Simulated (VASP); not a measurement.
A run of VASP 6.6.1 is set up as follows.

Contents of INCAR:

```
SYSTEM = SnSe
PREC = Accurate
ENCUT = 520
EDIFF = 1E-7
ISMEAR = 0
SIGMA = 0.05
LREAL = .False.
LASPH = .True.
NELM = 100
ALGO = Normal
ISIF = 2
LWAVE = .False.
LCHARG = .True.
LELF = .True.
LVHAR = .True.
NBANDS = 17
```

The input KPOINTS:

```
Automatic mesh
0
Gamma
  8 8 8
  0 0 0
```

File POSCAR:

```
SnSe
1.0
    0.0000000000      2.9347500000      3.0100000000
    2.9347500000      0.0000000000      3.0100000000
    2.9347500000      2.9347500000      0.0000000000
Sn Se
1 1
Direct
    0.0000000000      0.0000000000      0.0000000000
    0.5000000000      0.5000000000      0.5000000000
```

Potentials or basis: VASP PAW LDA potentials, release 64 (Sn_d, Se).

Command:

```sh
$ cat potpaw_LDA.64/Sn_d/POTCAR potpaw_LDA.64/Se/POTCAR > POTCAR
$ mpirun -np 1 vasp_std > vasp.out
```

Task: Predict the band gap on the k mesh.

Result: 0.74 eV, indirect (least direct gap 0.81 eV).

Task: Estimate the pressure.

Result: -0.6 GPa.

Stress tensor (GPa, compression positive):
```
 0.52  0.00  0.00
 0.00  0.52  0.00
 0.00  0.00 -2.83
```

Caveat: the cell differs from its parent crystal (strain -0.025 along x and y, +0.000 along z); spin-orbit coupling is left out, which moves the levels of the heavy elements. A k mesh can miss the band edges.
